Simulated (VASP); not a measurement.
# TaN (P6/mmm) in VASP: further runs

The runs below take TaN through single point, with PBEsol.

All numbers are computed with VASP 6.6.1; they aren't measurements. Logs are shortened: lines on timing, memory, paths and dates and some standing lists are left out, and cuts for length are marked.

## 1. The cell of the first run

It takes space group P6/mmm (No. 191, hexagonal). Conventional cell: a = 5.020 Å, b = 5.020 Å, c = 2.869 Å, α = 90.00°, β = 90.00°, γ = 120.00°. Ta (site symmetry 6/mmm) has 6 N at 2.51 Å and 14 Ta at 2.87 to 3.23 Å within 3.3 Å. Ta (site symmetry -6m2) has 6 N at 2.04 Å within 2.7 Å. Within 2.7 Å of N (site symmetry mmm) lie 6 Ta at 2.04 to 2.51 Å and 4 N at 2.51 Å.

## 2. Single point, PBEsol

INCAR reads:

```
PREC = Accurate
ENCUT = 700
EDIFF = 1E-6
ISMEAR = 0
SIGMA = 0.1
LREAL = F
LASPH = T
NELM = 120
ALGO = Normal
ISIF = 2
LWAVE = F
LCHARG = T
GGA = PS
LELF = T
LVHAR = T
NBANDS = 36
GGA_COMPAT = F
```

KPOINTS reads:

```
Automatic mesh
0
Gamma
  12 12 12
```

POSCAR reads:

```
TaN
1.0
    5.0196756094      0.0000000000      0.0000000000
   -2.5098378047      4.3471665965      0.0000000000
    0.0000000000      0.0000000000      2.8690496401
Ta N
3 3
Direct
    0.0000000000      0.0000000000      0.0000000000
    0.3333333333      0.6666666667      0.5000000000
    0.6666666667      0.3333333333      0.5000000000
    0.5000000000      0.0000000000      0.0000000000
    0.5000000000      0.5000000000      0.0000000000
    0.0000000000      0.5000000000      0.0000000000
```

Potentials or basis: VASP PAW PBE potentials, release 64 (Ta_sv_GW, N).

Command:

```console
$ cat potpaw_PBE.64/Ta_sv_GW/POTCAR potpaw_PBE.64/N/POTCAR > POTCAR
$ mpirun -np 1 vasp_std > vasp.out
```

OUTCAR:

```text
PREC = Accurate
   ENCUT = 700
   EDIFF = 1E-6
   ISMEAR = 0
   LREAL = F
   LASPH = T
   NELM = 120
   ISIF = 2
   GGA = PS

 ion  position               nearest neighbor table
   1  0.000  0.000  0.000-   4 2.51   4 2.51   6 2.51   6 2.51   5 2.51   5 2.51   3 3.23   3 3.23
                             2 3.23   2 3.23   2 3.23   3 3.23   2 3.23   3 3.23   2 3.23   3 3.23
   2  0.333  0.667  0.500-   6 2.04   6 2.04   4 2.04   4 2.04   5 2.04   5 2.04   3 2.90   3 2.90
                             3 2.90   1 3.23   1 3.23   1 3.23   1 3.23   1 3.23   1 3.23
   3  0.667  0.333  0.500-   6 2.04   6 2.04   4 2.04   4 2.04   5 2.04   5 2.04   2 2.90   2 2.90
                             2 2.90   1 3.23   1 3.23   1 3.23   1 3.23   1 3.23   1 3.23
   4  0.500  0.000  0.000-   2 2.04   3 2.04   2 2.04   3 2.04   1 2.51   1 2.51
   5  0.500  0.500  0.000-   2 2.04   3 2.04   2 2.04   3 2.04   1 2.51   1 2.51
   6  0.000  0.500  0.000-   2 2.04   3 2.04   2 2.04   3 2.04   1 2.51   1 2.51

  LATTYP: Found a hexagonal cell.
 ALAT       =     5.0196756094
 C/A-ratio  =     0.5715607667

  Lattice vectors:

 A1 = (   5.0196756094,   0.0000000000,   0.0000000000)
 A2 = (  -2.5098378047,   4.3471665965,   0.0000000000)
 A3 = (   0.0000000000,   0.0000000000,   2.8690496401)

Analysis of symmetry for initial positions (statically):
=====================================================================
 Subroutine PRICEL returns:
 Original cell was already a primitive cell.

 Routine SETGRP: Setting up the symmetry group for a
 hexagonal supercell.

 Subroutine GETGRP returns: Found 24 space group operations
 (whereof 24 operations were pure point group operations)
 out of a pool of 24 trial point group operations.

The static configuration has the point symmetry D_6h.

Analysis of symmetry for dynamics (positions and initial velocities):
=====================================================================
 Subroutine PRICEL returns:
 Original cell was already a primitive cell.

 Routine SETGRP: Setting up the symmetry group for a
 hexagonal supercell.

 Subroutine GETGRP returns: Found 24 space group operations
 (whereof 24 operations were pure point group operations)
 out of a pool of 24 trial point group operations.

The dynamic configuration has the point symmetry D_6h.

 Subroutine INISYM returns: Found 24 space group operations
 (whereof 24 operations are pure point group operations),
 and found     1 'primitive' translations

----------------------------------------------------------------------------------------

                                     Primitive cell

  volume of cell :      62.6066

  direct lattice vectors                    reciprocal lattice vectors
     5.019675609  0.000000000  0.000000000     0.199216061  0.115017446  0.000000000
    -2.509837805  4.347166597  0.000000000     0.000000000  0.230034892  0.000000000
     0.000000000  0.000000000  2.869049640     0.000000000  0.000000000  0.348547472

  length of vectors
     5.019675609  5.019675609  2.869049640     0.230034892  0.230034892  0.348547472

  position of ions in fractional coordinates (direct lattice)
     0.000000000  0.000000000  0.000000000
     0.333333333  0.666666667  0.500000000
     0.666666667  0.333333333  0.500000000
     0.500000000  0.000000000  0.000000000
     0.500000000  0.500000000  0.000000000
     0.000000000  0.500000000  0.000000000

  ion indices of the primitive-cell ions
   primitive index   ion index
                 1           1
                 2           2
                 3           3
                 4           4
                 5           5
                 6           6

----------------------------------------------------------------------------------------

 KPOINTS: Automatic mesh

Automatic generation of k-mesh.
 Grid dimensions read from file:
 generate k-points for:   12   12   12

 Generating k-lattice:

  Cartesian coordinates                     Fractional coordinates (reciprocal lattice)
     0.016601338  0.009584787  0.000000000     0.083333333  0.000000000  0.000000000
     0.000000000  0.019169574  0.000000000     0.000000000  0.083333333  0.000000000
     0.000000000  0.000000000  0.029045623     0.000000000  0.000000000  0.083333333

  Length of vectors
     0.019169574  0.019169574  0.029045623

  Shift w.r.t. Gamma in fractional coordinates (k-lattice)
     0.000000000  0.000000000  0.000000000

 Subroutine IBZKPT returns following result:
 ===========================================

 Found    133 irreducible k-points:

 Following reciprocal coordinates:
            Coordinates               Weight
  0.000000  0.000000  0.000000      1.000000
  0.083333  0.000000  0.000000      6.000000
  0.166667  0.000000  0.000000      6.000000
  0.250000  0.000000  0.000000      6.000000
  0.333333  0.000000  0.000000      6.000000
  0.416667  0.000000  0.000000      6.000000
[... 16 lines left out ...]
  0.250000  0.000000  0.083333     12.000000
  0.333333  0.000000  0.083333     12.000000
 [... further k-points ...]
   k-points           NKPTS =    133   k-points in BZ     NKDIM =    133   number of bands    NBANDS=     36
   number of dos      NEDOS =    301   number of ions     NIONS =      6
   total plane-waves  NPLWV =  64512
   dimension x,y,z NGX =    48 NGY =   48 NGZ =   28
   dimension x,y,z NGXF=    96 NGYF=   96 NGZF=   56
   ions per type =               3   3
   NGX,Y,Z   is equivalent  to a cutoff of  15.90, 15.90, 16.22 a.u.
   NGXF,Y,Z  is equivalent  to a cutoff of  31.79, 31.79, 32.45 a.u.
 SYSTEM =  unknown system
   PREC   = accura    normal or accurate (medium, high low for compatibility)
   ISTART =      0    job   : 0-new  1-cont  2-samecut
   ICHARG =      2    charge: 1-file 2-atom 10-const
   ISPIN  =      1    spin polarized calculation?
   LNONCOLLINEAR =      F non collinear calculations
   LSORBIT =      F    spin-orbit coupling
   LASPH  =      T    aspherical Exc in radial PAW
   ENCUT  =  700.0 eV  51.45 Ry    7.17 a.u.  10.83 10.83  6.19*2*pi/ulx,y,z
   NELM   =    120;   NELMIN=  2; NELMDL= -5     # of ELM steps
   EDIFF  = 0.1E-05   stopping-criterion for ELM
   LREAL  =      F    real-space projection
   EDIFFG = 0.1E-04   stopping-criterion for IOM
   NSW    =      0    number of steps for IOM
   IBRION =     -1    ionic relax: 0-MD 1-quasi-New 2-CG
   NFREE  =      0    steps in history (QN), initial steepest desc. (CG)
   ISIF   =      2    stress and relaxation
   ISYM   =      2    0-nonsym 1-usesym 2-fastsym
   POTIM  = 0.5000    time-step for ionic-motion
   TEBEG  =    0.0;   TEEND  =   0.0 temperature during run
   PSTRESS=    0.0 pullay stress
   NELECT =      54.0000    total number of electrons
   NUPDOWN=      -1.0000    fix difference up-down
   EMIN   =  10.00;   EMAX   =-10.00  energy-range for DOS
   EFERMI =   0.00;   METHOD = LEGACY
   ISMEAR =     0;   SIGMA  =   0.10  broadening in eV -4-tet -1-fermi 0-gaus
   EFERMI_NEDOS =   21; number of points for ismear=-14 and -15
   IALGO  =     38    algorithm
   IMIX   =      4    mixing-type and parameters
     AMIX     =   0.40;   BMIX     =  1.00
     AMIX_MAG =   1.60;   BMIX_MAG =  1.00
  volume/ion in A,a.u.               =      10.43        70.42
  Fermi-wavevector in a.u.,A,eV,Ry     =   1.558354  2.944862 33.041297  2.428467
  Thomas-Fermi vector in A             =   2.661871
   LORBIT       =      0    0 simple, 1 ext, 2 COOP (PROOUT), +10 PAW based schemes
   GGA     = PS    functional components
   LHFCALC =     F    Hartree Fock is set to
   AEXX    =    0.0000 exact exchange contribution
   IVDW    =     0    specifies the selected vdW correction
   LEPSILON=     F    determine dielectric tensor
   LRPA    =     F    only Hartree local field effects (RPA)
 non-spin polarized calculation
 Gauss-broadening in eV      SIGMA  =   0.10
  energy-cutoff  :      700.00
  volume of cell :       62.61
 maximum number of plane-waves:      2670
 NGX is ok and might be reduce to    48
   NGX = 21   NGY = 21   NGZ = 13

 number of electron      53.9999998 magnetization

 Free energy of the ion-electron system (eV)
  ---------------------------------------------------
  ext. energy  EPLUGINS =         0.00000000
  ---------------------------------------------------
  free energy    TOTEN  =       -75.85620931 eV

  energy without entropy =      -75.85204786  energy(sigma->0) =      -75.85412859

 E-fermi :  13.2556     XC(G=0): -14.0114

 val. band max:       13.2279234335   @ k =   0.2500   0.0000   0.4167
 cond. band min:      13.2850956334   @ k =   0.2500   0.0000   0.1667
 fundamental gap:      0.0571721999
 Fermi energy:        13.2556436244

 k-point     1 :       0.0000    0.0000    0.0000
  band No.  band energies     occupation
      1     -55.7929      2.00000
      2     -55.7159      2.00000
      3     -55.5604      2.00000
      4     -22.8544      2.00000
      5     -22.8544      2.00000
      6     -22.3867      2.00000
[... 28 lines left out ...]
     35      16.8393      0.00000
     36      17.1092      0.00000

 k-point     2 :       0.0833    0.0000    0.0000
  band No.  band energies     occupation
      1     -55.7916      2.00000
      2     -55.7171      2.00000
      3     -55.5605      2.00000
      4     -22.8644      2.00000
      5     -22.8530      2.00000
      6     -22.3727      2.00000
[... 28 lines left out ...]
     35      16.8733      0.00000
     36      17.0932      0.00000

 k-point     3 :       0.1667    0.0000    0.0000
  band No.  band energies     occupation
      1     -55.7880      2.00000
      2     -55.7204      2.00000
      3     -55.5609      2.00000
      4     -22.8895      2.00000
      5     -22.8441      2.00000
      6     -22.3354      2.00000
[... 28 lines left out ...]
     35      17.0582      0.00000
     36      17.0920      0.00000
[... 742 lines left out ...]
 k-point    23 :       0.2500    0.0000    0.0833
  band No.  band energies     occupation
      1     -55.7784      2.00000
      2     -55.7216      2.00000
      3     -55.5584      2.00000
      4     -22.9042      2.00000
      5     -22.8057      2.00000
      6     -22.2875      2.00000
[... 28 lines left out ...]
     35      16.9773      0.00000
     36      17.3522      0.00000

 k-point    24 :       0.3333    0.0000    0.0833
  band No.  band energies     occupation
      1     -55.7716      2.00000
      2     -55.7280      2.00000
      3     -55.5588      2.00000
      4     -22.9303      2.00000
      5     -22.7630      2.00000
      6     -22.3155      2.00000
[... 28 lines left out ...]
     35      17.4373      0.00000
     36      17.4771      0.00000

 [... further k-points ...]
[... 5 lines left out ...]
  --------------------------------------------------------------------------------------
  -------------------------------------------------------------------------------------
  Total       11.8269863     11.8269863     12.0012892      0.0000000     -0.0000000      0.0000000
  in kB      302.6667241    302.6667241    307.1273442      0.0000000     -0.0000000      0.0000000
  external PRESSURE =     304.1535975 kB  Pullay stress =       0.0000000 kB

 VOLUME and BASIS-vectors are now :
 -----------------------------------------------------------------------------
  energy-cutoff  :      700.00
  volume of cell :       62.61
      direct lattice vectors                 reciprocal lattice vectors
     5.019675609  0.000000000  0.000000000     0.199216061  0.115017446  0.000000000
    -2.509837805  4.347166597  0.000000000     0.000000000  0.230034892  0.000000000
     0.000000000  0.000000000  2.869049640     0.000000000  0.000000000  0.348547472

 POSITION                                       TOTAL-FORCE (eV/Angst)
 -----------------------------------------------------------------------------------
      0.00000      0.00000      0.00000         0.000000      0.000000      0.000000
     -0.00000      2.89811      1.43452        -0.000000      0.000000      0.000000
      2.50984      1.44906      1.43452        -0.000000     -0.000000      0.000000
      2.50984      0.00000      0.00000         0.000000      0.000000      0.000000
      1.25492      2.17358      0.00000         0.000000      0.000000      0.000000
     -1.25492      2.17358      0.00000         0.000000      0.000000      0.000000
 -----------------------------------------------------------------------------------
    total drift:                               -0.000000      0.000000     -0.000000

  FREE ENERGIE OF THE ION-ELECTRON SYSTEM (eV)
  ---------------------------------------------------
  free  energy   TOTEN  =       -75.8562093126 eV

  energy  without entropy=      -75.8520478612  energy(sigma->0) =      -75.85412859
```

Wall time 6 min (1 thread of AMD EPYC 9R45 (Zen 5), shared host); peak memory 0.49 GiB.

Results:

```
Free energy            : -75.8562 eV
Pressure               : 30.4 GPa
Band gap on the k mesh : zero (bands 27 and 28 overlap by 2.44 eV)
```

Stress tensor (GPa, compression positive):
```
30.27  0.00  0.00
 0.00 30.27  0.00
 0.00  0.00 30.71
```

Caveat: the cell stands under pressure; the PAW data sets were made with another functional, which shifts forces and pressure a little; spin-orbit coupling is left out, which moves the levels of the heavy elements.

[end of part 1 of 2]

The gap in the log of VASP goes by the Fermi energy; the results here count the filled bands.